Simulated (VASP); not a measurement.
# Pb (Im-3m) in VASP: a series of runs, part 2 of 2

VASP 6.6.1. The steps go on from the part before.

## (5) Single point, PBE

This run uses another cell than the first one, of 33.28 Å³/atom, 1.040 times its volume.

Input file INCAR:

```
PREC = Accurate
ENCUT = 520
EDIFF = 1E-6
ISMEAR = -1
SIGMA = 0.06122561905347299
LREAL = F
LASPH = T
NELM = 60
ALGO = Normal
ISIF = 2
LWAVE = F
LCHARG = F
GGA = PE
NBANDS = 13
```

Input file KPOINTS:

```
Automatic mesh
0
Gamma
  19 19 19
```

Input file POSCAR:

```
Pb
1.0
   -2.0262869348      2.0262869348      2.0262869348
    2.0262869348     -2.0262869348      2.0262869348
    2.0262869348      2.0262869348     -2.0262869348
Pb
1
Direct
    0.0000000000      0.0000000000      0.0000000000
```

Potentials or basis: VASP PAW PBE potentials, release 64 (Pb_d).

On the command line:

```console
$ cat potpaw_PBE.64/Pb_d/POTCAR > POTCAR
$ mpirun -np 1 vasp_std > vasp.out
```

OUTCAR:

```text
PREC = Accurate
   ENCUT = 520
   EDIFF = 1E-6
   ISMEAR = -1
   LREAL = F
   LASPH = T
   NELM = 60
   ISIF = 2
   GGA = PE

 ion  position               nearest neighbor table
   1  0.000  0.000  0.000-

  LATTYP: Found a body centered cubic cell.
 ALAT       =     4.0525738696

  Lattice vectors:

 A1 = (  -2.0262869348,   2.0262869348,   2.0262869348)
 A2 = (   2.0262869348,  -2.0262869348,   2.0262869348)
 A3 = (   2.0262869348,   2.0262869348,  -2.0262869348)

Analysis of symmetry for initial positions (statically):
=====================================================================
 Subroutine PRICEL returns:
 Original cell was already a primitive cell.

 Routine SETGRP: Setting up the symmetry group for a
 body centered cubic supercell.

 Subroutine GETGRP returns: Found 48 space group operations
 (whereof 48 operations were pure point group operations)
 out of a pool of 48 trial point group operations.

The static configuration has the point symmetry O_h .

Analysis of symmetry for dynamics (positions and initial velocities):
=====================================================================
 Subroutine PRICEL returns:
 Original cell was already a primitive cell.

 Routine SETGRP: Setting up the symmetry group for a
 body centered cubic supercell.

 Subroutine GETGRP returns: Found 48 space group operations
 (whereof 48 operations were pure point group operations)
 out of a pool of 48 trial point group operations.

The dynamic configuration has the point symmetry O_h .

 Subroutine INISYM returns: Found 48 space group operations
 (whereof 48 operations are pure point group operations),
 and found     1 'primitive' translations

----------------------------------------------------------------------------------------

                                     Primitive cell

  volume of cell :      33.2784

  direct lattice vectors                    reciprocal lattice vectors
    -2.026286935  2.026286935  2.026286935     0.000000000  0.246756761  0.246756761
     2.026286935 -2.026286935  2.026286935     0.246756761  0.000000000  0.246756761
     2.026286935  2.026286935 -2.026286935     0.246756761  0.246756761  0.000000000

  length of vectors
     3.509631922  3.509631922  3.509631922     0.348966757  0.348966757  0.348966757

  position of ions in fractional coordinates (direct lattice)
     0.000000000  0.000000000  0.000000000

  ion indices of the primitive-cell ions
   primitive index   ion index
                 1           1

----------------------------------------------------------------------------------------

 KPOINTS: Automatic mesh

Automatic generation of k-mesh.
 Grid dimensions read from file:
 generate k-points for:   19   19   19

 Generating k-lattice:

  Cartesian coordinates                     Fractional coordinates (reciprocal lattice)
     0.000000000  0.012987198  0.012987198     0.052631579  0.000000000  0.000000000
     0.012987198  0.000000000  0.012987198     0.000000000  0.052631579  0.000000000
     0.012987198  0.012987198  0.000000000     0.000000000  0.000000000  0.052631579

  Length of vectors
     0.018366671  0.018366671  0.018366671

  Shift w.r.t. Gamma in fractional coordinates (k-lattice)
     0.000000000  0.000000000  0.000000000

 Subroutine IBZKPT returns following result:
 ===========================================

 Found    220 irreducible k-points:

 Following reciprocal coordinates:
            Coordinates               Weight
  0.000000  0.000000  0.000000      1.000000
  0.052632  0.000000  0.000000     12.000000
  0.105263  0.000000  0.000000     12.000000
  0.157895  0.000000  0.000000     12.000000
  0.210526  0.000000  0.000000     12.000000
  0.263158  0.000000  0.000000     12.000000
[... 16 lines left out ...]
  0.263158  0.105263 -0.000000     48.000000
  0.315789  0.105263 -0.000000     48.000000
 [... further k-points ...]
   k-points           NKPTS =    220   k-points in BZ     NKDIM =    220   number of bands    NBANDS=     13
   number of dos      NEDOS =    301   number of ions     NIONS =      1
   total plane-waves  NPLWV =  21952
   dimension x,y,z NGX =    28 NGY =   28 NGZ =   28
   dimension x,y,z NGXF=    56 NGYF=   56 NGZF=   56
   ions per type =               1
   NGX,Y,Z   is equivalent  to a cutoff of  13.26, 13.26, 13.26 a.u.
   NGXF,Y,Z  is equivalent  to a cutoff of  26.53, 26.53, 26.53 a.u.
 SYSTEM =  unknown system
   PREC   = accura    normal or accurate (medium, high low for compatibility)
   ISTART =      0    job   : 0-new  1-cont  2-samecut
   ICHARG =      2    charge: 1-file 2-atom 10-const
   ISPIN  =      1    spin polarized calculation?
   LNONCOLLINEAR =      F non collinear calculations
   LSORBIT =      F    spin-orbit coupling
   LASPH  =      T    aspherical Exc in radial PAW
   ENCUT  =  520.0 eV  38.22 Ry    6.18 a.u.   6.53  6.53  6.53*2*pi/ulx,y,z
   NELM   =     60;   NELMIN=  2; NELMDL= -5     # of ELM steps
   EDIFF  = 0.1E-05   stopping-criterion for ELM
   LREAL  =      F    real-space projection
   EDIFFG = 0.1E-04   stopping-criterion for IOM
   NSW    =      0    number of steps for IOM
   IBRION =     -1    ionic relax: 0-MD 1-quasi-New 2-CG
   NFREE  =      0    steps in history (QN), initial steepest desc. (CG)
   ISIF   =      2    stress and relaxation
   ISYM   =      2    0-nonsym 1-usesym 2-fastsym
   POTIM  = 0.5000    time-step for ionic-motion
   TEBEG  =    0.0;   TEEND  =   0.0 temperature during run
   PSTRESS=    0.0 pullay stress
   NELECT =      14.0000    total number of electrons
   NUPDOWN=      -1.0000    fix difference up-down
   EMIN   =  10.00;   EMAX   =-10.00  energy-range for DOS
   EFERMI =   0.00;   METHOD = LEGACY
   ISMEAR =    -1;   SIGMA  =   0.06  broadening in eV -4-tet -1-fermi 0-gaus
   EFERMI_NEDOS =   21; number of points for ismear=-14 and -15
   IALGO  =     38    algorithm
   IMIX   =      4    mixing-type and parameters
     AMIX     =   0.40;   BMIX     =  1.00
     AMIX_MAG =   1.60;   BMIX_MAG =  1.00
  volume/ion in A,a.u.               =      33.28       224.57
  Fermi-wavevector in a.u.,A,eV,Ry     =   1.226676  2.318082 20.473152  1.504734
  Thomas-Fermi vector in A             =   2.361668
   LORBIT       =      0    0 simple, 1 ext, 2 COOP (PROOUT), +10 PAW based schemes
   GGA     = PE    functional components
   LHFCALC =     F    Hartree Fock is set to
   AEXX    =    0.0000 exact exchange contribution
   IVDW    =     0    specifies the selected vdW correction
   LEPSILON=     F    determine dielectric tensor
   LRPA    =     F    only Hartree local field effects (RPA)
 non-spin polarized calculation
  energy-cutoff  :      520.00
  volume of cell :       33.28
 maximum number of plane-waves:       935
 NGX is ok and might be reduce to    28
   NGX = 13   NGY = 13   NGZ = 13

 number of electron      13.9999999 magnetization

 Free energy of the ion-electron system (eV)
  ---------------------------------------------------
  ext. energy  EPLUGINS =         0.00000000
  ---------------------------------------------------
  free energy    TOTEN  =        -3.51781371 eV

  energy without entropy =       -3.50885704  energy(sigma->0) =       -3.51333537

 E-fermi :   6.2673     XC(G=0):  -9.7500

 val. band max:        6.2641209246   @ k =  -0.4211   0.4737   0.3158
 cond. band min:       6.2824823975   @ k =   0.2632   0.2105   0.2105
 fundamental gap:      0.0183614729
 Fermi energy:         6.2673255285

 k-point     1 :       0.0000    0.0000    0.0000
  band No.  band energies     occupation
      1     -10.7820      2.00000
      2     -10.7820      2.00000
      3     -10.7820      2.00000
      4     -10.5981      2.00000
      5     -10.5981      2.00000
      6      -4.8788      2.00000
      7      13.1337      0.00000
      8      13.1337      0.00000
      9      13.1337      0.00000
     10      16.7846      0.00000
     11      17.2439      0.00000
     12      17.2439      0.00000
     13      17.2439      0.00000

 k-point     2 :       0.0526    0.0000    0.0000
  band No.  band energies     occupation
      1     -10.7837      2.00000
      2     -10.7796      2.00000
      3     -10.7742      2.00000
      4     -10.6000      2.00000
      5     -10.5983      2.00000
      6      -4.8278      2.00000
      7      12.5274      0.00000
      8      12.9603      0.00000
      9      13.0746      0.00000
     10      16.7197      0.00000
     11      17.0339      0.00000
[... 339 lines left out ...]
 k-point    24 :       0.3158    0.1053   -0.0000
  band No.  band energies     occupation
      1     -10.8222      2.00000
      2     -10.7527      2.00000
      3     -10.6217      2.00000
      4     -10.6075      2.00000
      5     -10.5412      2.00000
      6      -2.4082      2.00000
      7       4.3947      2.00000
      8       8.8236      0.00000
      9      10.8604      0.00000
     10      14.4268      0.00000
     11      16.3281      0.00000
     12      17.7772      0.00000
     13      20.6649      0.00000

 [... further k-points ...]
[... 5 lines left out ...]
  --------------------------------------------------------------------------------------
  -------------------------------------------------------------------------------------
  Total       -0.3110984     -0.3110984     -0.3110984     -0.0000000      0.0000000      0.0000000
  in kB      -14.9777164    -14.9777164    -14.9777164     -0.0000000      0.0000000      0.0000000
  external PRESSURE =     -14.9777164 kB  Pullay stress =       0.0000000 kB

 VOLUME and BASIS-vectors are now :
 -----------------------------------------------------------------------------
  energy-cutoff  :      520.00
  volume of cell :       33.28
      direct lattice vectors                 reciprocal lattice vectors
    -2.026286935  2.026286935  2.026286935     0.000000000  0.246756761  0.246756761
     2.026286935 -2.026286935  2.026286935     0.246756761  0.000000000  0.246756761
     2.026286935  2.026286935 -2.026286935     0.246756761  0.246756761  0.000000000

 POSITION                                       TOTAL-FORCE (eV/Angst)
 -----------------------------------------------------------------------------------
      0.00000      0.00000      0.00000         0.000000      0.000000     -0.000000
 -----------------------------------------------------------------------------------
    total drift:                               -0.000000     -0.000000     -0.000000

  FREE ENERGIE OF THE ION-ELECTRON SYSTEM (eV)
  ---------------------------------------------------
  free  energy   TOTEN  =        -3.5178137127 eV

  energy  without entropy=       -3.5088570355  energy(sigma->0) =       -3.51333537
```

OSZICAR:

```text
N       E                     dE             d eps       ncg     rms          rms(c)
DAV:   1     0.107785141961E+03    0.10779E+03   -0.71416E+03  5804   0.123E+03
DAV:   2     0.185700074697E+01   -0.10593E+03   -0.10285E+03  6085   0.306E+02
DAV:   3    -0.339586266748E+01   -0.52529E+01   -0.52309E+01  7158   0.737E+01
DAV:   4    -0.352132145486E+01   -0.12546E+00   -0.12543E+00  6921   0.124E+01
DAV:   5    -0.352707658531E+01   -0.57551E-02   -0.57550E-02  7794   0.240E+00    0.460E-01
DAV:   6    -0.351933619399E+01    0.77404E-02   -0.12879E-02  7408   0.185E+00    0.240E-01
DAV:   7    -0.351778320000E+01    0.15530E-02   -0.56112E-03  7327   0.116E+00    0.911E-02
DAV:   8    -0.351781460563E+01   -0.31406E-04   -0.44944E-04  7175   0.332E-01    0.109E-02
DAV:   9    -0.351781353881E+01    0.10668E-05   -0.12030E-05  7805   0.575E-02    0.490E-03
DAV:  10    -0.351781371274E+01   -0.17393E-06   -0.16777E-06  6490   0.152E-02
   1 F= -.35178137E+01 E0= -.35133354E+01  d E =-.895668E-02
```

stdout:

```text
POSCAR found type information on POSCAR Pb
 POSCAR found :  1 types and       1 ions
 scaLAPACK will be used
 LDA part: xc-table for (Slater+PW92), standard interpolation
 POSCAR, INCAR and KPOINTS ok, starting setup
 FFT: planning ... GRIDC
 FFT: planning ... GRID_SOFT
 FFT: planning ... GRID
 WAVECAR not read
 entering main loop
```

It took 60 s on 1 thread of Intel Xeon Platinum 8375C at 2.90GHz (Ice Lake), shared host; peak memory 0.22 GiB.

Results:

```yaml
Free_energy: -3.5178 eV
Pressure: -1.5 GPa
Band_gap_on_the_k_mesh: zero (band 7 reaches 13.13 eV, above the bottom of band 8 at 4.53 eV)
```

Levels at points of the mesh, in eV from the Fermi level:
| k point | band 5 | band 6 | band 7 | band 8 | band 9 | band 10 |
| --- | --- | --- | --- | --- | --- | --- |
| (0.00, 0.00, 0.00) | -16.87 | -11.15 | 6.87 | 6.87 | 6.87 | 10.52 |

Caveat: spin-orbit coupling is left out, which moves the levels of the heavy elements.

## (6) Single point, PBE

This run uses another cell than the first one, of 33.28 Å³/atom, 1.040 times its volume.

Input file INCAR:

```
SYSTEM = Pb
PREC = Accurate
ENCUT = 520
EDIFF = 1E-6
ISMEAR = -1
SIGMA = 0.06122561905347299
LREAL = .FALSE.
LASPH = .TRUE.
NELM = 80
ALGO = Normal
ISIF = 2
LWAVE = .FALSE.
LCHARG = .TRUE.
GGA = PE
LELF = .TRUE.
LVHAR = .TRUE.
NBANDS = 13
```

Input file KPOINTS:

```
Automatic mesh
0
G
  19 19 19
  0 0 0
```

POSCAR is that of step 5.

Potentials or basis: VASP PAW PBE potentials, release 64 (Pb_d).

On the command line:

```console
$ cat potpaw_PBE.64/Pb_d/POTCAR > POTCAR
$ mpirun -np 1 vasp_std > vasp.out
```

Wall time 61 s (1 thread of Intel Xeon Platinum 8375C at 2.90GHz (Ice Lake), shared host); peak memory 0.22 GiB.

It converged, with:

- Free energy: -3.5178 eV
- Pressure: -1.5 GPa
- Band gap on the k mesh: zero (band 7 reaches 13.13 eV, above the bottom of band 8 at 4.53 eV)

Levels at points of the mesh, in eV from the Fermi level:
| k point | band 4 | band 5 | band 6 | band 7 | band 8 | band 9 | band 10 | band 11 |
| --- | --- | --- | --- | --- | --- | --- | --- | --- |
| (0.00, 0.00, 0.00) | -16.87 | -16.87 | -11.15 | 6.87 | 6.87 | 6.87 | 10.52 | 10.98 |

Caveat: spin-orbit coupling is left out, which moves the levels of the heavy elements.

## (7) The runs side by side

| cell | gap on the mesh (eV) | pressure (GPa) |
| --- | --- | --- |
| a = 3.464 Å, angles 109.5°, 1 atom | none | -0.1 |
| a = 3.487 Å, angles 109.5°, 1 atom | none | -0.9 |
| a = 3.510 Å, angles 109.5°, 1 atom | none | -1.5 |

Alike in all rows: task single point; level PBE; potentials or basis VASP PAW PBE potentials, release 64 (Pb_d); no spin polarisation; k mesh 19 × 19 × 19; cutoff (eV) 520; smearing fermi-dirac 0.0612256 eV.

Caveats: spin-orbit coupling is left out, which moves the levels of the heavy elements.

Total energies depend on the potentials used, so only differences within one code and one set of settings carry meaning.
